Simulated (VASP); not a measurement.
# Sn7CO16 (a cell with a defect) in VASP: single point with PBE

Aim: the single point of Sn7CO16 (a cell with a defect) with PBE.

Program: VASP 6.6.1. These are calculated values, not measurements. Logs are shortened: lines on timing, memory, paths and dates and some standing lists are left out, and cuts for length are marked.

## (1) The cell of the first run

The cell holds a defect, 24 atoms: a = 6.827 Å, b = 6.827 Å, c = 6.476 Å, α = 90.00°, β = 90.00°, γ = 90.00°.

## (2) Single point, PBE

Input file INCAR:

```
ALGO     = Normal         # electronic algorithm
EDIFF    = 1E-6           # SCF threshold, eV
ENCUT    = 520            # plane-wave cutoff, eV
GGA      = PE             # functional
GGA_COMPAT= False        
ISIF     = 2              # what is computed and relaxed
ISMEAR   = -1             # smearing method
LASPH    = True           # aspherical terms in the spheres
LCHARG   = False          # write CHGCAR
LREAL    = False          # projectors in reciprocal space
LWAVE    = False          # write WAVECAR
NBANDS   = 117            # bands
NELM     = 120            # most SCF steps
PREC     = Accurate       # precision mode
SIGMA    = 0.01           # smearing width, eV
```

Input file KPOINTS:

```
Automatic mesh
0
Gamma
  2 2 2
  0.5 0.5 0.5
```

Input file POSCAR:

```
Sn7CO16
1.0
    4.8274600320      4.8274600320      0.0000000000
   -4.8274600320      4.8274600320      0.0000000000
    0.0000000000      0.0000000000      6.4759066843
Sn O C
7 16 1
Direct
   -0.0029354489      0.4991788303      0.2478062903
    0.5032921431     -0.0028096133      0.2528968439
    0.0060132364      0.0119701093      0.0002042464
    0.4968318758      0.5506097440     -0.0005948797
   -0.0034507609      0.4993130504      0.7531814575
    0.5036859128     -0.0026430182      0.7470065117
    0.0013750046     -0.0078558964      0.5002009090
    0.0103654234      0.8066711866      0.2406845319
    0.4700060956      0.3182160987      0.3242058389
    0.0078179208      0.1944778129      0.2554548499
    0.5066649826      0.7078875427      0.2482918466
    0.3142991512      0.0361591756      0.0001966023
    0.7965909787      0.4821094129      0.0001832305
    0.1950386728      0.4897108742      0.0003772733
    0.6958352022      0.0416932838      0.0000129221
    0.0087116294      0.8070862765      0.7600571742
    0.4709715305      0.3176317609      0.6781594476
    0.0077585014      0.1944163179      0.7446794835
    0.5093900868      0.7084428060      0.7512861072
    0.3049863592     -0.0077255582      0.5000595128
    0.8395157133      0.5157844778      0.5003535546
    0.2386610440      0.4782221349      0.5014863617
    0.6995864203      0.0079742639      0.4995530965
    0.3967722965      0.3714556584      0.5011699219
```

Potentials or basis: VASP PAW PBE potentials, release 64 (Sn_d, O, C).

Launch:

```bash
$ cat potpaw_PBE.64/Sn_d/POTCAR potpaw_PBE.64/O/POTCAR potpaw_PBE.64/C/POTCAR > POTCAR
$ mpirun -np 1 vasp_std > vasp.out
```

OUTCAR:

```text
EDIFF = 1E-6
   ENCUT = 520
   GGA = PE
   ISIF = 2
   ISMEAR = -1
   LASPH = True
   LREAL = False
   NELM = 120
   PREC = Accurate

 ion  position               nearest neighbor table
   1  0.997  0.499  0.248-  21 1.96  10 2.08  14 2.10   8 2.10  13 2.11  22 2.33   5 3.20   5 3.27
                             3 3.69   7 3.74
   2  0.503  0.997  0.253-  11 1.98  23 2.09  20 2.10  12 2.10  15 2.12   9 2.25   6 3.20   6 3.28
                             4 3.46
   3  0.006  0.012  0.000-  10 2.07  18 2.07  16 2.09   8 2.10  12 2.11  15 2.13   7 3.24   7 3.24
                             5 3.69   1 3.69
   4  0.497  0.551  0.999-  19 1.94  11 1.94  13 2.10  14 2.10  17 2.62   9 2.64   6 3.46   2 3.46

   5  0.997  0.499  0.753-  21 1.96  18 2.08  14 2.10  16 2.10  13 2.11  22 2.33   1 3.20   1 3.27
                             3 3.69   7 3.74
   6  0.504  0.997  0.747-  19 1.97  23 2.09  20 2.10  12 2.10  15 2.12  17 2.24   2 3.20   2 3.28
                             4 3.46   7 3.76
   7  0.001  0.992  0.500-  23 2.06  20 2.07  18 2.10  10 2.10  16 2.10   8 2.11   3 3.24   3 3.24
                             1 3.74   5 3.74   6 3.76
   8  0.010  0.807  0.241-   3 2.10   1 2.10   7 2.11
   9  0.470  0.318  0.324-  24 1.30   2 2.25   4 2.64
  10  0.008  0.194  0.255-   3 2.07   1 2.08   7 2.10
  11  0.507  0.708  0.248-   4 1.94   2 1.98
  12  0.314  0.036  0.000-   2 2.10   6 2.10   3 2.11
  13  0.797  0.482  0.000-   4 2.10   5 2.11   1 2.11
  14  0.195  0.490  0.000-   1 2.10   5 2.10   4 2.10
  15  0.696  0.042  0.000-   6 2.12   2 2.12   3 2.13
  16  0.009  0.807  0.760-   3 2.09   5 2.10   7 2.10
  17  0.471  0.318  0.678-  24 1.31   6 2.24   4 2.62
  18  0.008  0.194  0.745-   3 2.07   5 2.08   7 2.10
  19  0.509  0.708  0.751-   4 1.94   6 1.97
  20  0.305  0.992  0.500-   7 2.07   2 2.10   6 2.10
  21  0.840  0.516  0.500-   5 1.96   1 1.96
  22  0.239  0.478  0.501-  24 1.30   5 2.33   1 2.33
  23  0.700  0.008  0.500-   7 2.06   2 2.09   6 2.09
  24  0.397  0.371  0.501-   9 1.30  22 1.30  17 1.31

  LATTYP: Found a simple tetragonal cell.
 ALAT       =     6.8270594491
 C/A-ratio  =     0.9485645661

  Lattice vectors:

 A1 = (   4.8274600320,   4.8274600320,   0.0000000000)
 A2 = (  -4.8274600320,   4.8274600320,   0.0000000000)
 A3 = (   0.0000000000,   0.0000000000,   6.4759066843)

Analysis of symmetry for initial positions (statically):
=====================================================================
 Subroutine PRICEL returns:
 Original cell was already a primitive cell.

 Routine SETGRP: Setting up the symmetry group for a
 simple tetragonal supercell.

 Subroutine GETGRP returns: Found  1 space group operations
 (whereof  1 operations were pure point group operations)
 out of a pool of 16 trial point group operations.

The static configuration has the point symmetry C_1 .

Analysis of symmetry for dynamics (positions and initial velocities):
=====================================================================
 Subroutine PRICEL returns:
 Original cell was already a primitive cell.

 Routine SETGRP: Setting up the symmetry group for a
 simple tetragonal supercell.

 Subroutine GETGRP returns: Found  1 space group operations
 (whereof  1 operations were pure point group operations)
 out of a pool of 16 trial point group operations.

The dynamic configuration has the point symmetry C_1 .

 Subroutine INISYM returns: Found  1 space group operations
 (whereof  1 operations are pure point group operations),
 and found     1 'primitive' translations

----------------------------------------------------------------------------------------

                                     Primitive cell

  volume of cell :     301.8339

  direct lattice vectors                    reciprocal lattice vectors
     4.827460032  4.827460032  0.000000000     0.103574136  0.103574136  0.000000000
    -4.827460032  4.827460032  0.000000000    -0.103574136  0.103574136  0.000000000
     0.000000000  0.000000000  6.475906684     0.000000000  0.000000000  0.154418531

  length of vectors
     6.827059449  6.827059449  6.475906684     0.146475947  0.146475947  0.154418531

  position of ions in fractional coordinates (direct lattice)
     0.997064551  0.499178830  0.247806290
     0.503292143  0.997190387  0.252896844
     0.006013236  0.011970109  0.000204246
     0.496831876  0.550609744  0.999405120
     0.996549239  0.499313050  0.753181457
     0.503685913  0.997356982  0.747006512
[... 16 lines left out ...]
     0.699586420  0.007974264  0.499553097
     0.396772297  0.371455658  0.501169922

  ion indices of the primitive-cell ions
   primitive index   ion index
                 1           1
                 2           2
                 3           3
                 4           4
                 5           5
                 6           6
[... 16 lines left out ...]
                23          23
                24          24

----------------------------------------------------------------------------------------

 KPOINTS: Automatic mesh

Automatic generation of k-mesh.
 Grid dimensions read from file:
 generate k-points for:    2    2    2

 Generating k-lattice:

  Cartesian coordinates                     Fractional coordinates (reciprocal lattice)
     0.051787068  0.051787068  0.000000000     0.500000000  0.000000000  0.000000000
    -0.051787068  0.051787068  0.000000000     0.000000000  0.500000000  0.000000000
     0.000000000  0.000000000  0.077209266     0.000000000  0.000000000  0.500000000

  Length of vectors
     0.073237974  0.073237974  0.077209266

  Shift w.r.t. Gamma in fractional coordinates (k-lattice)
     0.500000000  0.500000000  0.500000000

 Subroutine IBZKPT returns following result:
 ===========================================

 Found      4 irreducible k-points:

 Following reciprocal coordinates:
            Coordinates               Weight
  0.250000  0.250000  0.250000      2.000000
 -0.250000  0.250000  0.250000      2.000000
 -0.250000 -0.250000  0.250000      2.000000
  0.250000 -0.250000  0.250000      2.000000
   k-points           NKPTS =      4   k-points in BZ     NKDIM =      4   number of bands    NBANDS=    117
   number of dos      NEDOS =    301   number of ions     NIONS =     24
   total plane-waves  NPLWV = 139968
   dimension x,y,z NGX =    54 NGY =   54 NGZ =   48
   dimension x,y,z NGXF=   108 NGYF=  108 NGZF=   96
   ions per type =               7  16   1
   NGX,Y,Z   is equivalent  to a cutoff of  13.15, 13.15, 12.32 a.u.
   NGXF,Y,Z  is equivalent  to a cutoff of  26.30, 26.30, 24.64 a.u.
 SYSTEM =  unknown system
   PREC   = accura    normal or accurate (medium, high low for compatibility)
   ISTART =      0    job   : 0-new  1-cont  2-samecut
   ICHARG =      2    charge: 1-file 2-atom 10-const
   ISPIN  =      1    spin polarized calculation?
   LNONCOLLINEAR =      F non collinear calculations
   LSORBIT =      F    spin-orbit coupling
   LASPH  =      T    aspherical Exc in radial PAW
   ENCUT  =  520.0 eV  38.22 Ry    6.18 a.u.  12.69 12.69 12.04*2*pi/ulx,y,z
   NELM   =    120;   NELMIN=  2; NELMDL= -5     # of ELM steps
   EDIFF  = 0.1E-05   stopping-criterion for ELM
   LREAL  =      F    real-space projection
   EDIFFG = 0.1E-04   stopping-criterion for IOM
   NSW    =      0    number of steps for IOM
   IBRION =     -1    ionic relax: 0-MD 1-quasi-New 2-CG
   NFREE  =      0    steps in history (QN), initial steepest desc. (CG)
   ISIF   =      2    stress and relaxation
   ISYM   =      2    0-nonsym 1-usesym 2-fastsym
   POTIM  = 0.5000    time-step for ionic-motion
   TEBEG  =    0.0;   TEEND  =   0.0 temperature during run
   PSTRESS=    0.0 pullay stress
   NELECT =     198.0000    total number of electrons
   NUPDOWN=      -1.0000    fix difference up-down
   EMIN   =  10.00;   EMAX   =-10.00  energy-range for DOS
   EFERMI =   0.00;   METHOD = LEGACY
   ISMEAR =    -1;   SIGMA  =   0.01  broadening in eV -4-tet -1-fermi 0-gaus
   EFERMI_NEDOS =   21; number of points for ismear=-14 and -15
   IALGO  =     38    algorithm
   IMIX   =      4    mixing-type and parameters
     AMIX     =   0.40;   BMIX     =  1.00
     AMIX_MAG =   1.60;   BMIX_MAG =  1.00
  volume/ion in A,a.u.               =      12.58        84.87
  Fermi-wavevector in a.u.,A,eV,Ry     =   1.422462  2.688063 27.529991  2.023397
  Thomas-Fermi vector in A             =   2.543163
   LORBIT       =      0    0 simple, 1 ext, 2 COOP (PROOUT), +10 PAW based schemes
   GGA     = PE    functional components
   LHFCALC =     F    Hartree Fock is set to
   AEXX    =    0.0000 exact exchange contribution
   IVDW    =     0    specifies the selected vdW correction
   LEPSILON=     F    determine dielectric tensor
   LRPA    =     F    only Hartree local field effects (RPA)
 non-spin polarized calculation
  energy-cutoff  :      520.00
  volume of cell :      301.83
 maximum number of plane-waves:      8114
 NGX is ok and might be reduce to    50
   NGX = 25   NGY = 25   NGZ = 25

 number of electron     197.9999990 magnetization

 Free energy of the ion-electron system (eV)
  ---------------------------------------------------
  ext. energy  EPLUGINS =         0.00000000
  ---------------------------------------------------
  free energy    TOTEN  =      -150.32075326 eV

  energy without entropy =     -150.32075326  energy(sigma->0) =     -150.32075326

 E-fermi :   4.8776     XC(G=0): -10.6993

 val. band max:        4.6310464123   @ k =  -0.2500  -0.2500   0.2500
 cond. band min:       6.9079612429   @ k =  -0.2500  -0.2500   0.2500
 fundamental gap:      2.2769148306
 Fermi energy:         4.8775671122

 k-point     1 :       0.2500    0.2500    0.2500
  band No.  band energies     occupation
      1     -17.4757      2.00000
      2     -16.3423      2.00000
      3     -16.2224      2.00000
      4     -16.2058      2.00000
      5     -16.1010      2.00000
      6     -16.0718      2.00000
[... 103 lines left out ...]
    110      12.0013      0.00000
    111      12.1474      0.00000

 k-point     2 :      -0.2500    0.2500    0.2500
  band No.  band energies     occupation
      1     -17.4758      2.00000
      2     -16.3421      2.00000
      3     -16.2210      2.00000
      4     -16.1818      2.00000
      5     -16.1119      2.00000
      6     -16.0750      2.00000
[... 103 lines left out ...]
    110      11.9327      0.00000
    111      12.0795      0.00000

 k-point     3 :      -0.2500   -0.2500    0.2500
  band No.  band energies     occupation
      1     -17.4757      2.00000
      2     -16.3427      2.00000
      3     -16.2198      2.00000
      4     -16.2085      2.00000
      5     -16.0999      2.00000
      6     -16.0725      2.00000
[... 103 lines left out ...]
    110      12.0052      0.00000
    111      12.1454      0.00000

 k-point     4 :       0.2500   -0.2500    0.2500
  band No.  band energies     occupation
      1     -17.4758      2.00000
      2     -16.3422      2.00000
      3     -16.2206      2.00000
      4     -16.1814      2.00000
      5     -16.1140      2.00000
      6     -16.0757      2.00000
[... 103 lines left out ...]
    110      11.9277      0.00000
    111      12.0827      0.00000
 [bands above 111 left out]

------------------------ aborting loop because EDIFF is reached ----------------------------------------

  FORCE on cell =-STRESS in cart. coord.  units (eV):
  Direction    XX          YY          ZZ          XY          YZ          ZX
  --------------------------------------------------------------------------------------
  -------------------------------------------------------------------------------------
  Total        1.1576255      2.7693406      0.5689686     -4.7843053     -0.0932994      0.0109150
  in kB        6.1448419     14.7000564      3.0201667    -25.3957779     -0.4952466      0.0579383
  external PRESSURE =       7.9550217 kB  Pullay stress =       0.0000000 kB

 VOLUME and BASIS-vectors are now :
 -----------------------------------------------------------------------------
  energy-cutoff  :      520.00
  volume of cell :      301.83
      direct lattice vectors                 reciprocal lattice vectors
     4.827460032  4.827460032  0.000000000     0.103574136  0.103574136  0.000000000
    -4.827460032  4.827460032  0.000000000    -0.103574136  0.103574136  0.000000000
     0.000000000  0.000000000  6.475906684     0.000000000  0.000000000  0.154418531

 POSITION                                       TOTAL-FORCE (eV/Angst)
 -----------------------------------------------------------------------------------
      2.40352      7.22306      1.60477        -0.020393      0.011918     -0.003399
     -2.38427      7.24352      1.63774         0.007934      0.015253     -0.005154
     -0.02876      0.08681      0.00132         0.002049      0.000963      0.003665
     -0.25961      5.05648      6.47205         0.027123     -0.043737      0.020783
      2.40039      7.22122      4.87753        -0.000311      0.015017     -0.007102
     -2.38318      7.24622      4.83754        -0.018821      0.030833      0.014077
[... 16 lines left out ...]
      3.33873      3.41572      3.23506        -0.012451      0.029068      0.009594
      0.12222      3.70859      3.24553         0.002849      0.031221     -0.005586
 -----------------------------------------------------------------------------------
    total drift:                                0.000434      0.001072      0.001186

  FREE ENERGIE OF THE ION-ELECTRON SYSTEM (eV)
  ---------------------------------------------------
  free  energy   TOTEN  =      -150.3207532588 eV

  energy  without entropy=     -150.3207532588  energy(sigma->0) =     -150.32075326
```

Run time: 5.7 min. Hardware: 1 thread of Intel Xeon 8259CL, shared host; peak memory 0.4 GiB.

Results:

| Quantity | Value |
| --- | --- |
| Free energy | -150.3208 eV |
| Pressure | 0.8 GPa |
| Largest force | 0.246 eV/Å |
| Band gap on the k mesh | 2.28 eV |

Forces on the atoms (eV/Å):
```
Sn  -0.020  0.012 -0.003
Sn   0.008  0.015 -0.005
Sn   0.002  0.001  0.004
Sn   0.027 -0.044  0.021
Sn   0.000  0.015 -0.007
Sn  -0.019  0.031  0.014
Sn  -0.001 -0.014 -0.008
O   -0.019 -0.021 -0.010
O    0.125  0.006 -0.212
O    0.009  0.026  0.022
O    0.035  0.001  0.066
O   -0.029 -0.001 -0.023
O    0.032 -0.027  0.031
O    0.012  0.020 -0.021
O   -0.005  0.031  0.019
O    0.038 -0.020 -0.007
O    0.041  0.021  0.182
O    0.000  0.030  0.001
O    0.033 -0.038 -0.085
O   -0.012 -0.014  0.020
O   -0.054 -0.059 -0.018
O   -0.193 -0.030  0.014
O   -0.012  0.029  0.010
C    0.003  0.031 -0.006
```

Stress tensor (GPa, compression positive):
```
 0.61 -2.54  0.01
-2.54  1.47 -0.05
 0.01 -0.05  0.30
```

Levels at points of the mesh, in eV from the valence-band top:
```
           k point  band 96  band 97  band 98  band 99  band 100  band 101  band 102  band 103
(0.25, 0.25, 0.25)    -0.28    -0.22    -0.16     0.00      2.28      3.29      4.10      4.63
```

Caveat: spin-orbit coupling is left out, which moves the levels of the heavy elements.
